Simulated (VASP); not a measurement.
# SiAg2Br6 (P4/mmm) in VASP: notebook

SiAg2Br6 is run at these levels: PBE; tasks: single point.

Program: VASP 6.6.1. These are calculated values, not measurements. Logs are shortened: lines on timing, memory, paths and dates and some standing lists are left out, and cuts for length are marked.

### Step 1. The cell of the first run

The structure is tetragonal, space group P4/mmm (No. 123). Conventional cell: a = 6.719 Å, b = 6.719 Å, c = 4.751 Å, α = 90.00°, β = 90.00°, γ = 90.00°. Within 3.1 Å of Si (site symmetry 4/mmm) lie 6 Br at 2.38 Å. Ag (site symmetry mmm) has 12 Br at 3.36 Å and 4 Si at 4.11 Å within 4.4 Å. Within 3.1 Å of Br (site symmetry 4/mmm) lie 2 Si at 2.38 Å. Within 4.4 Å of Br (site symmetry 4/mmm) lie 4 Ag at 3.36 Å and 8 Br at 3.36 Å. Within 3.1 Å of Br (site symmetry m2m) lie 1 Si at 2.38 Å.

### Step 2. Single point, PBE (atoms taken out)

INCAR

```
PREC = Accurate
ENCUT = 520
EDIFF = 1E-6
ISMEAR = 0
SIGMA = 0.1
LREAL = F
LASPH = T
NELM = 80
ALGO = Normal
ISIF = 2
LWAVE = F
LCHARG = T
GGA = PE
LELF = T
LVHAR = T
NBANDS = 44
```

KPOINTS

```
Automatic mesh
0
Gamma
  4 4 4
```

POSCAR

```
SiAg2Br6
1.0
    6.7187449100      0.0000000000      0.0000000000
    0.0000000000      6.7187449100      0.0000000000
    0.0000000000      0.0000000000      4.7508700900
Si Ag Br
1 2 6
Direct
    0.0000000000      0.0000000000      0.0000000000
    0.5000000000      0.0000000000      0.5000000000
    0.0000000000      0.5000000000      0.5000000000
    0.0000000000      0.0000000000      0.5000000000
    0.5000000000      0.5000000000      0.5000000000
    0.2500000000      0.2500000000      0.0000000000
    0.7500000000      0.7500000000      0.0000000000
    0.2500000000      0.7500000000      0.0000000000
    0.7500000000      0.2500000000      0.0000000000
```

Potentials or basis: VASP PAW PBE potentials, release 64 (Si, Ag, Br).

Run with:

```bash
$ cat potpaw_PBE.64/Si/POTCAR potpaw_PBE.64/Ag/POTCAR potpaw_PBE.64/Br/POTCAR > POTCAR
$ mpirun -np 1 vasp_std > vasp.out
```

OUTCAR:

```text
PREC = Accurate
   ENCUT = 520
   EDIFF = 1E-6
   ISMEAR = 0
   LREAL = F
   LASPH = T
   NELM = 80
   ISIF = 2
   GGA = PE

 ion  position               nearest neighbor table
   1  0.000  0.000  0.000-   6 2.38   7 2.38   8 2.38   9 2.38   4 2.38   4 2.38
   2  0.500  0.000  0.500-
   3  0.000  0.500  0.500-
   4  0.000  0.000  0.500-   1 2.38   1 2.38
   5  0.500  0.500  0.500-
   6  0.250  0.250  0.000-   1 2.38
   7  0.750  0.750  0.000-   1 2.38
   8  0.250  0.750  0.000-   1 2.38
   9  0.750  0.250  0.000-   1 2.38

  LATTYP: Found a simple tetragonal cell.
 ALAT       =     6.7187449100
 C/A-ratio  =     0.7071067816

  Lattice vectors:

 A1 = (   6.7187449100,   0.0000000000,   0.0000000000)
 A2 = (   0.0000000000,   6.7187449100,   0.0000000000)
 A3 = (   0.0000000000,   0.0000000000,   4.7508700900)

Analysis of symmetry for initial positions (statically):
=====================================================================
 Subroutine PRICEL returns:
 Original cell was already a primitive cell.

 Routine SETGRP: Setting up the symmetry group for a
 simple tetragonal supercell.

 Subroutine GETGRP returns: Found 16 space group operations
 (whereof 16 operations were pure point group operations)
 out of a pool of 16 trial point group operations.

The static configuration has the point symmetry D_4h.

Analysis of symmetry for dynamics (positions and initial velocities):
=====================================================================
 Subroutine PRICEL returns:
 Original cell was already a primitive cell.

 Routine SETGRP: Setting up the symmetry group for a
 simple tetragonal supercell.

 Subroutine GETGRP returns: Found 16 space group operations
 (whereof 16 operations were pure point group operations)
 out of a pool of 16 trial point group operations.

The dynamic configuration has the point symmetry D_4h.

 Subroutine INISYM returns: Found 16 space group operations
 (whereof 16 operations are pure point group operations),
 and found     1 'primitive' translations

----------------------------------------------------------------------------------------

                                     Primitive cell

  volume of cell :     214.4616

  direct lattice vectors                    reciprocal lattice vectors
     6.718744910  0.000000000  0.000000000     0.148837322  0.000000000  0.000000000
     0.000000000  6.718744910  0.000000000     0.000000000  0.148837322  0.000000000
     0.000000000  0.000000000  4.750870090     0.000000000  0.000000000  0.210487759

  length of vectors
     6.718744910  6.718744910  4.750870090     0.148837322  0.148837322  0.210487759

  position of ions in fractional coordinates (direct lattice)
     0.000000000  0.000000000  0.000000000
     0.500000000  0.000000000  0.500000000
     0.000000000  0.500000000  0.500000000
     0.000000000  0.000000000  0.500000000
     0.500000000  0.500000000  0.500000000
     0.250000000  0.250000000  0.000000000
     0.750000000  0.750000000  0.000000000
     0.250000000  0.750000000  0.000000000
     0.750000000  0.250000000  0.000000000

  ion indices of the primitive-cell ions
   primitive index   ion index
                 1           1
                 2           2
                 3           3
                 4           4
                 5           5
                 6           6
                 7           7
                 8           8
                 9           9

----------------------------------------------------------------------------------------

 KPOINTS: Automatic mesh

Automatic generation of k-mesh.
 Grid dimensions read from file:
 generate k-points for:    4    4    4

 Generating k-lattice:

  Cartesian coordinates                     Fractional coordinates (reciprocal lattice)
     0.037209331  0.000000000  0.000000000     0.250000000  0.000000000  0.000000000
     0.000000000  0.037209331  0.000000000     0.000000000  0.250000000  0.000000000
     0.000000000  0.000000000  0.052621940     0.000000000  0.000000000  0.250000000

  Length of vectors
     0.037209331  0.037209331  0.052621940

  Shift w.r.t. Gamma in fractional coordinates (k-lattice)
     0.000000000  0.000000000  0.000000000

 Subroutine IBZKPT returns following result:
 ===========================================

 Found     18 irreducible k-points:

 Following reciprocal coordinates:
            Coordinates               Weight
  0.000000  0.000000  0.000000      1.000000
  0.250000  0.000000  0.000000      4.000000
  0.500000  0.000000  0.000000      2.000000
  0.250000  0.250000  0.000000      4.000000
  0.500000  0.250000  0.000000      4.000000
  0.500000  0.500000  0.000000      1.000000
[... 10 lines left out ...]
  0.500000  0.250000  0.500000      4.000000
  0.500000  0.500000  0.500000      1.000000
   k-points           NKPTS =     18   k-points in BZ     NKDIM =     18   number of bands    NBANDS=     44
   number of dos      NEDOS =    301   number of ions     NIONS =      9
   total plane-waves  NPLWV =  90000
   dimension x,y,z NGX =    50 NGY =   50 NGZ =   36
   dimension x,y,z NGXF=   100 NGYF=  100 NGZF=   72
   ions per type =               1   2   6
   NGX,Y,Z   is equivalent  to a cutoff of  12.37, 12.37, 12.60 a.u.
   NGXF,Y,Z  is equivalent  to a cutoff of  24.74, 24.74, 25.19 a.u.
 SYSTEM =  unknown system
   PREC   = accura    normal or accurate (medium, high low for compatibility)
   ISTART =      0    job   : 0-new  1-cont  2-samecut
   ICHARG =      2    charge: 1-file 2-atom 10-const
   ISPIN  =      1    spin polarized calculation?
   LNONCOLLINEAR =      F non collinear calculations
   LSORBIT =      F    spin-orbit coupling
   LASPH  =      T    aspherical Exc in radial PAW
   ENCUT  =  520.0 eV  38.22 Ry    6.18 a.u.  12.49 12.49  8.83*2*pi/ulx,y,z
   NELM   =     80;   NELMIN=  2; NELMDL= -5     # of ELM steps
   EDIFF  = 0.1E-05   stopping-criterion for ELM
   LREAL  =      F    real-space projection
   EDIFFG = 0.1E-04   stopping-criterion for IOM
   NSW    =      0    number of steps for IOM
   IBRION =     -1    ionic relax: 0-MD 1-quasi-New 2-CG
   NFREE  =      0    steps in history (QN), initial steepest desc. (CG)
   ISIF   =      2    stress and relaxation
   ISYM   =      2    0-nonsym 1-usesym 2-fastsym
   POTIM  = 0.5000    time-step for ionic-motion
   TEBEG  =    0.0;   TEEND  =   0.0 temperature during run
   PSTRESS=    0.0 pullay stress
   NELECT =      68.0000    total number of electrons
   NUPDOWN=      -1.0000    fix difference up-down
   EMIN   =  10.00;   EMAX   =-10.00  energy-range for DOS
   EFERMI =   0.00;   METHOD = LEGACY
   ISMEAR =     0;   SIGMA  =   0.10  broadening in eV -4-tet -1-fermi 0-gaus
   EFERMI_NEDOS =   21; number of points for ismear=-14 and -15
   IALGO  =     38    algorithm
   IMIX   =      4    mixing-type and parameters
     AMIX     =   0.40;   BMIX     =  1.00
     AMIX_MAG =   1.60;   BMIX_MAG =  1.00
  volume/ion in A,a.u.               =      23.83       160.81
  Fermi-wavevector in a.u.,A,eV,Ry     =   1.116335  2.109568 16.955641  1.246204
  Thomas-Fermi vector in A             =   2.252948
   LORBIT       =      0    0 simple, 1 ext, 2 COOP (PROOUT), +10 PAW based schemes
   GGA     = PE    functional components
   LHFCALC =     F    Hartree Fock is set to
   AEXX    =    0.0000 exact exchange contribution
   IVDW    =     0    specifies the selected vdW correction
   LEPSILON=     F    determine dielectric tensor
   LRPA    =     F    only Hartree local field effects (RPA)
 non-spin polarized calculation
 Gauss-broadening in eV      SIGMA  =   0.10
  energy-cutoff  :      520.00
  volume of cell :      214.46
 maximum number of plane-waves:      5809
 NGX is ok and might be reduce to    50
   NGX = 25   NGY = 25   NGZ = 17

 number of electron      67.9999970 magnetization

 Free energy of the ion-electron system (eV)
  ---------------------------------------------------
  ext. energy  EPLUGINS =         0.00000000
  ---------------------------------------------------
  free energy    TOTEN  =       -21.14795910 eV

  energy without entropy =      -21.13737988  energy(sigma->0) =      -21.14266949

 E-fermi :   3.3819     XC(G=0):  -9.5989

 val. band max:        3.3721657283   @ k =   0.2500   0.0000   0.0000
 cond. band min:       3.4228437867   @ k =   0.5000   0.5000   0.5000
 fundamental gap:      0.0506780584
 Fermi energy:         3.3818883015

 k-point     1 :       0.0000    0.0000    0.0000
  band No.  band energies     occupation
      1     -13.2618      2.00000
      2     -11.5365      2.00000
      3     -11.3989      2.00000
      4     -11.3989      2.00000
      5     -10.7566      2.00000
      6      -9.7019      2.00000
[... 36 lines left out ...]
     43       9.7651      0.00000
     44      10.2905      0.00000

 k-point     2 :       0.2500    0.0000    0.0000
  band No.  band energies     occupation
      1     -13.2365      2.00000
      2     -11.6401      2.00000
      3     -11.3479      2.00000
      4     -11.3286      2.00000
      5     -10.8478      2.00000
      6      -9.6831      2.00000
[... 36 lines left out ...]
     43       9.6993      0.00000
     44      10.0955      0.00000

 k-point     3 :       0.5000    0.0000    0.0000
  band No.  band energies     occupation
      1     -13.2096      2.00000
      2     -11.7198      2.00000
      3     -11.3214      2.00000
      4     -11.2130      2.00000
      5     -10.9840      2.00000
      6      -9.6649      2.00000
[... 36 lines left out ...]
     43       9.8359      0.00000
     44      10.0055      0.00000

 k-point     4 :       0.2500    0.2500    0.0000
  band No.  band energies     occupation
      1     -13.2144      2.00000
      2     -11.6179      2.00000
      3     -11.4226      2.00000
      4     -11.2509      2.00000
      5     -10.9512      2.00000
      6      -9.6576      2.00000
[... 600 lines left out ...]
     43      10.1248      0.00000
     44      10.3867      0.00000

 k-point    17 :       0.5000    0.2500    0.5000
  band No.  band energies     occupation
      1     -12.5235      2.00000
      2     -12.0313      2.00000
      3     -11.5252      2.00000
      4     -11.2784      2.00000
      5     -11.0526      2.00000
      6      -9.7712      2.00000
[... 36 lines left out ...]
     43       9.8093      0.00000
     44       9.8748      0.00000

 k-point    18 :       0.5000    0.5000    0.5000
  band No.  band energies     occupation
      1     -12.5220      2.00000
      2     -11.9460      2.00000
      3     -11.3972      2.00000
      4     -11.3972      2.00000
      5     -11.2018      2.00000
      6      -9.7683      2.00000
[... 36 lines left out ...]
     43      10.0570      0.00000
     44      10.1884      0.00000

------------------------ aborting loop because EDIFF is reached ----------------------------------------

  FORCE on cell =-STRESS in cart. coord.  units (eV):
  Direction    XX          YY          ZZ          XY          YZ          ZX
  --------------------------------------------------------------------------------------
  -------------------------------------------------------------------------------------
  Total        4.4174061      4.4174061     11.6103159      0.0000000      0.0000000      0.0000000
  in kB       33.0011027     33.0011027     86.7371518      0.0000000      0.0000000      0.0000000
  external PRESSURE =      50.9131190 kB  Pullay stress =       0.0000000 kB

 VOLUME and BASIS-vectors are now :
 -----------------------------------------------------------------------------
  energy-cutoff  :      520.00
  volume of cell :      214.46
      direct lattice vectors                 reciprocal lattice vectors
     6.718744910  0.000000000  0.000000000     0.148837322  0.000000000  0.000000000
     0.000000000  6.718744910  0.000000000     0.000000000  0.148837322  0.000000000
     0.000000000  0.000000000  4.750870090     0.000000000  0.000000000  0.210487759

 POSITION                                       TOTAL-FORCE (eV/Angst)
 -----------------------------------------------------------------------------------
      0.00000      0.00000      0.00000        -0.000000     -0.000000      0.000000
      3.35937      0.00000      2.37544        -0.000000     -0.000000      0.000000
      0.00000      3.35937      2.37544        -0.000000     -0.000000      0.000000
      0.00000      0.00000      2.37544        -0.000000     -0.000000      0.000000
      3.35937      3.35937      2.37544        -0.000000     -0.000000      0.000000
      1.67969      1.67969      0.00000        -0.425373     -0.425373     -0.000000
      5.03906      5.03906      0.00000         0.425373      0.425373      0.000000
      1.67969      5.03906      0.00000        -0.425373      0.425373     -0.000000
      5.03906      1.67969      0.00000         0.425373     -0.425373      0.000000
 -----------------------------------------------------------------------------------
    total drift:                                0.000000     -0.000000      0.000000

  FREE ENERGIE OF THE ION-ELECTRON SYSTEM (eV)
  ---------------------------------------------------
  free  energy   TOTEN  =       -21.1479591002 eV

  energy  without entropy=      -21.1373798808  energy(sigma->0) =      -21.14266949
```

It took 1.8 min on 1 thread of Oxide Virtual Turin-like, shared host; peak memory 0.33 GiB.

Results:

```
Free energy            : -21.1480 eV
Pressure               : 5.1 GPa
Largest force          : 0.602 eV/Å
Band gap on the k mesh : zero (bands 34 and 35 overlap by 0.28 eV)
```

Forces on the atoms (eV/Å):
```
Si   0.000  0.000  0.000
Ag   0.000  0.000  0.000
Ag   0.000  0.000  0.000
Br   0.000  0.000  0.000
Br   0.000  0.000  0.000
Br  -0.425 -0.425  0.000
Br   0.425  0.425  0.000
Br  -0.425  0.425  0.000
Br   0.425 -0.425  0.000
```

Stress tensor (GPa, compression positive):
```
3.30 0.00 0.00
0.00 3.30 0.00
0.00 0.00 8.67
```

Caveat: the cell differs from its parent crystal (atoms taken out); the cell stands under pressure.

### Step 3. Single point, PBE (atoms taken out)

INCAR

```
PREC = Accurate
ENCUT = 520
EDIFF = 1E-6
ISMEAR = 0
SIGMA = 0.1
LREAL = False
LASPH = True
NELM = 80
ALGO = Normal
ISIF = 2
LWAVE = False
LCHARG = False
GGA = PE
NBANDS = 44
```

KPOINTS is that of step 2.

POSCAR

```
SiAg2Br6
1.0
    6.7486076323      0.0000000000      0.0000000000
    0.0000000000      6.7486076323      0.0000000000
    0.0000000000      0.0000000000      5.5426364515
Si Ag Br
1 2 6
Direct
    0.0000000000      0.0000000000      0.0000000000
    0.5000000000      0.0000000000      0.5000000000
    0.0000000000      0.5000000000      0.5000000000
    0.0000000000      0.0000000000      0.5000000000
    0.5000000000      0.5000000000      0.5000000000
    0.2418280751      0.2418280751      0.0000000000
    0.7581719249      0.7581719249      0.0000000000
    0.2418280751      0.7581719249      0.0000000000
    0.7581719249      0.2418280751      0.0000000000
```

Potentials or basis: VASP PAW PBE potentials, release 64 (Si, Ag, Br).

Run with:

```bash
$ cat potpaw_PBE.64/Si/POTCAR potpaw_PBE.64/Ag/POTCAR potpaw_PBE.64/Br/POTCAR > POTCAR
$ mpirun -np 1 vasp_std > vasp.out
```

It took 1.7 min on 1 thread of Oxide Virtual Turin-like, shared host; peak memory 0.38 GiB.

It converged, with:

```
Free energy            : -22.1024 eV
Pressure               : 0.2 GPa
Largest force          : 0.029 eV/Å
Band gap on the k mesh : 0.39 eV
```

Forces on the atoms (eV/Å):
```
Si   0.000  0.000  0.000
Ag   0.000  0.000  0.000
Ag   0.000  0.000  0.000
Br   0.000  0.000  0.000
Br   0.000  0.000  0.000
Br   0.021  0.021  0.000
Br  -0.021 -0.021  0.000
Br   0.021 -0.021  0.000
Br  -0.021  0.021  0.000
```

Stress tensor (GPa, compression positive):
```
0.07 0.00 0.00
0.00 0.07 0.00
0.00 0.00 0.37
```

Levels at points of the mesh, in eV from the valence-band top:
| k point | band 30 | band 31 | band 32 | band 33 | band 34 | band 35 | band 36 | band 37 | band 38 | band 39 |
| --- | --- | --- | --- | --- | --- | --- | --- | --- | --- | --- |
| (0.00, 0.00, 0.00) | -1.24 | -1.14 | -1.14 | -0.39 | 0.00 | 0.39 | 0.73 | 1.90 | 4.76 | 4.97 |
| (0.50, 0.00, 0.00) | -1.24 | -1.14 | -0.86 | -0.56 | -0.55 | 1.26 | 2.09 | 2.31 | 4.64 | 4.79 |
| (0.50, 0.50, 0.00) | -1.56 | -1.17 | -0.70 | -0.70 | -0.32 | 1.95 | 2.88 | 2.88 | 4.24 | 4.50 |
| (0.00, 0.00, 0.50) | -1.01 | -0.97 | -0.68 | -0.68 | -0.02 | 0.76 | 0.84 | 1.81 | 2.78 | 4.83 |
| (0.50, 0.00, 0.50) | -1.08 | -0.78 | -0.75 | -0.66 | -0.53 | 1.60 | 2.04 | 2.20 | 2.46 | 5.12 |
| (0.50, 0.50, 0.50) | -1.13 | -1.13 | -0.57 | -0.57 | -0.46 | 1.74 | 2.78 | 2.78 | 2.85 | 5.53 |

Caveat: the cell differs from its parent crystal (atoms taken out). A k mesh can miss the band edges.

### Step 4. Single point, PBE (atoms taken out)

INCAR

```
PREC = Accurate
ENCUT = 520
EDIFF = 1E-6
ISMEAR = 0
SIGMA = 0.02
LREAL = F
LASPH = T
NELM = 80
ALGO = Normal
ISIF = 2
LWAVE = F
LCHARG = T
GGA = PE
LELF = T
LVHAR = T
NBANDS = 44
```

KPOINTS

```
regular mesh
0
Gamma
  6 6 6
```

POSCAR

```
SiAg2Br6
1.0
    6.7033006661      0.0000000000      0.0000000000
    0.0000000000      6.7033006661      0.0000000000
    0.0000000000      0.0000000000      5.6707689808
Si Ag Br
1 2 6
Direct
    0.0000000000      0.0000000000      0.0000000000
    0.5000000000      0.0000000000      0.5000000000
    0.0000000000      0.5000000000      0.5000000000
    0.0000000000      0.0000000000      0.5000000000
    0.5000000000      0.5000000000      0.5000000000
    0.2428826616      0.2428826616      0.0000000000
    0.7571173384      0.7571173384      0.0000000000
    0.2428826616      0.7571173384      0.0000000000
    0.7571173384      0.2428826616      0.0000000000
```

Run with:

```bash
$ cat potpaw_PBE.64/Si/POTCAR potpaw_PBE.64/Ag/POTCAR potpaw_PBE.64/Br/POTCAR > POTCAR
$ mpirun -np 1 vasp_std > vasp.out
```

It took 4.7 min on 1 thread of Oxide Virtual Turin-like, shared host; peak memory 0.51 GiB.

It converged, with:

| Quantity | Value |
| --- | --- |
| Free energy | -22.1108 eV |
| Pressure | 0.0 GPa |
| Largest force | 0.006 eV/Å |
| Band gap on the k mesh | 0.33 eV |

Forces on the atoms (eV/Å):
```
Si   0.000  0.000  0.000
Ag   0.000  0.000  0.000
Ag   0.000  0.000  0.000
Br   0.000  0.000  0.000
Br   0.000  0.000  0.000
Br   0.004  0.004  0.000
Br  -0.004 -0.004  0.000
Br   0.004 -0.004  0.000
Br  -0.004  0.004  0.000
```

Levels at points of the mesh, in eV from the valence-band top:
```csv
k point,band 31,band 32,band 33,band 34,band 35,band 36,band 37,band 38
"(0.00, 0.00, 0.00)",-1.16,-1.16,-0.52,0.00,0.33,0.63,1.74,4.28
"(0.50, 0.00, 0.00)",-1.30,-0.86,-0.67,-0.59,1.24,2.02,2.23,4.19
"(0.50, 0.50, 0.00)",-1.26,-0.81,-0.81,-0.44,1.96,2.85,2.85,4.14
"(0.00, 0.00, 0.50)",-1.05,-0.87,-0.87,-0.02,0.66,0.79,1.59,2.56
"(0.50, 0.00, 0.50)",-0.88,-0.81,-0.80,-0.56,1.54,1.99,2.07,2.38
"(0.50, 0.50, 0.50)",-1.18,-0.74,-0.74,-0.62,1.69,2.75,2.77,2.77
```

Caveat: the cell differs from its parent crystal (atoms taken out).

### Step 5. Summary

| cell | k mesh | smearing | gap on the mesh (eV) | pressure (GPa) | largest force (eV/Å) |
| --- | --- | --- | --- | --- | --- |
| a = 6.719, b = 6.719, c = 4.751 Å, 9 atoms, atomic positions A | 4 × 4 × 4 | gaussian 0.1 eV | none | 5.1 | 0.60 |
| a = 6.749, b = 6.749, c = 5.543 Å, 9 atoms, atomic positions B | 4 × 4 × 4 | gaussian 0.1 eV | 0.39 | 0.2 | 0.03 |
| a = 6.703, b = 6.703, c = 5.671 Å, 9 atoms, atomic positions B | 6 × 6 × 6 | gaussian 0.02 eV | 0.33 | 0.0 | 0.01 |

Alike in all rows: task single point; level PBE; potentials or basis VASP PAW PBE potentials, release 64 (Si, Ag, Br); no spin polarisation; cutoff (eV) 520.

Caveats: the cell stands under pressure (at least some runs).

Absolute energies hang on the potentials; compare differences alone.
